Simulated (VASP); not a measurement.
WSe2:

```xyz
3
Lattice="2.1294 1.2294 6.4310 -2.1294 1.2294 6.4310 0.0000 -2.4588 6.4310" Properties=species:S:1:pos:R:3 pbc="T T T"
W     0.0000    0.0000    0.0000
Se    0.0000    0.0000    4.7005
Se    0.0000    0.0000   14.5924
```

| Quantity | Value |
| --- | --- |
| Program | VASP 6.6.1 |
| Task | relaxation of cell and atoms |
| Functional | PBE |
| Dispersion | D3(BJ) |
| Potentials or basis | VASP PAW PBE potentials, release 64 (W_sv, Se) |
| Cutoff | 600 eV |
| k mesh | 6 × 6 × 6 |
| Occupations | fermi-dirac, width 0.02 eV |
| Spin | no spin polarisation |

At the start: pressure -20.5 GPa; volume 33.67 Å³/atom.

Where does the relaxation end?

Over 24 steps the energy falls by 1560.1 meV/atom and the volume is 19.53 Å³/atom (-42.0 %); space group R-3m (No. 166, to 0.1 Å) before and after.

Step by step:
| step | energy change (eV) | largest force (eV/Å) | pressure (GPa) | volume (Å³) |
| --- | --- | --- | --- | --- |
| 1 | 0.0000 | 2.7997 | -20.49 | 101.01 |
| 2 | -1.8691 | 7.3845 | 57.45 | 50.14 |
| 3 | -4.0148 | 0.5578 | -3.14 | 65.34 |
| 4 | -4.0321 | 0.8381 | -1.06 | 64.27 |
| 5 | -4.0349 | 1.0130 | 0.25 | 63.65 |
| 6 | -4.4614 | 0.8011 | 0.87 | 61.19 |
| 7 | -4.6606 | 0.4372 | 1.52 | 58.65 |
| 8 | -4.0501 | 0.7821 | 9.36 | 52.88 |
| 9 | -4.6772 | 0.1900 | 1.54 | 57.97 |
| 10 | -4.6770 | 0.1589 | 1.64 | 57.84 |
| 11 | -4.6604 | 0.4823 | -3.66 | 59.80 |
| 12 | -4.6801 | 0.0316 | 0.04 | 58.39 |
| 13 | -4.6803 | 0.0125 | 0.00 | 58.46 |
| 14 | -4.6803 | 0.0095 | 0.01 | 58.48 |
| 15 | -4.6803 | 0.0026 | 0.00 | 58.50 |
| 16 | -4.6803 | 0.0066 | 0.00 | 58.49 |
| 17 | -4.6803 | 0.0083 | 0.00 | 58.48 |
| 18 | -4.6803 | 0.0090 | -0.01 | 58.48 |
| 19 | -4.6803 | 0.0015 | 0.05 | 58.48 |
| 20 | -4.6803 | 0.0040 | 0.09 | 58.48 |
| 21 | -4.6803 | 0.0039 | 0.10 | 58.48 |
| 22 | -4.6803 | 0.0032 | 0.07 | 58.49 |
| 23 | -4.6803 | 0.0022 | 0.04 | 58.52 |
| 24 | -4.6803 | 0.0003 | 0.01 | 58.58 |

Final structure:
```yaml
crystal:
  lattice:
    - [1.62536, 0.93840, 6.40095]
    - [-1.62536, 0.93840, 6.40095]
    - [0.00000, -1.87680, 6.40095]
  atoms:
    - { symbol: W, position: [0.00000, 0.00000, 0.00000] }
    - { symbol: Se, position: [0.24325, 0.24325, 0.24325] }
    - { symbol: Se, position: [0.75675, 0.75675, 0.75675] }
```

Caveat: the volume moved by over 15 % at a fixed basis, so the end points are rough.
